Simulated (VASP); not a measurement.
Here is a VASP 6.6.1 calculation.

The input INCAR:

```
SYSTEM = MoS2
PREC = Accurate ; ENCUT = 400
EDIFF = 1E-6 ; ISMEAR = 0
SIGMA = 0.1 ; LREAL = .FALSE.
LASPH = .TRUE. ; NELM = 120
ALGO = Normal ; ISIF = 2
LWAVE = .FALSE. ; LCHARG = .FALSE.
LDIPOL = .TRUE. ; IDIPOL = 3
DIPOL = 0.5 0.5 0.504 ; GGA = PS
NBANDS = 78 ; ISYM = 0
GGA_COMPAT = .FALSE. ; NELMDL = -8
```

File KPOINTS:

```
Automatic mesh
0
G
  11 6 1
  0 0 0
```

The input POSCAR:

```
MoS2
1.0
    3.1204068994      0.0000000000      0.0000000000
   -1.5602034497      6.1523258013      0.0000000000
    0.0000000000      0.0000000000     27.7094872525
S Mo
10 5
Direct
    0.6394337340      0.2788674681      0.2706654198
    0.8927216588      0.7854433177      0.3197427440
    0.1715891269      0.3431782539      0.3671388639
    0.4248770517      0.8497541035      0.4162161880
    0.7037445198      0.4074890396      0.4636123079
    0.9570324446      0.9140648893      0.5126896321
    0.2358999127      0.4717998254      0.5600857520
    0.4891878375      0.9783756750      0.6091630762
    0.7680553056      0.5361106112      0.6565591961
    0.0213432304      0.0426864608      0.7056365202
    0.5321553929      0.0643107858      0.3434408039
    0.0643107858      0.1286215716      0.4399142480
    0.5964661787      0.1929323573      0.5363876921
    0.1286215716      0.2572431431      0.6328611361
    0.6607769644      0.3215539289      0.7293345802
```

Potentials or basis: VASP PAW PBE potentials, release 64 (S, Mo_sv).

The run is started by

```sh
$ cat potpaw_PBE.64/S/POTCAR potpaw_PBE.64/Mo_sv/POTCAR > POTCAR
$ mpirun -np 1 vasp_std > vasp.out
```

Q: Predict the band gap on the k mesh.

A: Zero (bands 65 and 66 overlap by 0.17 eV).

Q: What does it give for the largest force?

A: 3.687 eV/Å.

Forces on the atoms (eV/Å):
```
S    0.000 -0.953  1.036
S    0.000  1.053  0.101
S    0.000 -0.192 -0.083
S    0.000  0.066  0.230
S    0.000 -0.020 -0.015
S    0.000  0.130  0.093
S    0.000 -0.074  0.221
S    0.000  0.232  0.146
S    0.000 -0.432  1.853
S    0.000  1.411  1.562
Mo   0.000  0.116 -1.421
Mo   0.000 -0.049  0.166
Mo   0.000 -0.208 -0.499
Mo   0.000 -0.156  0.182
Mo   0.000 -0.925 -3.569
```

Caveat: the PAW data sets were made with another functional, which shifts forces and pressure a little.
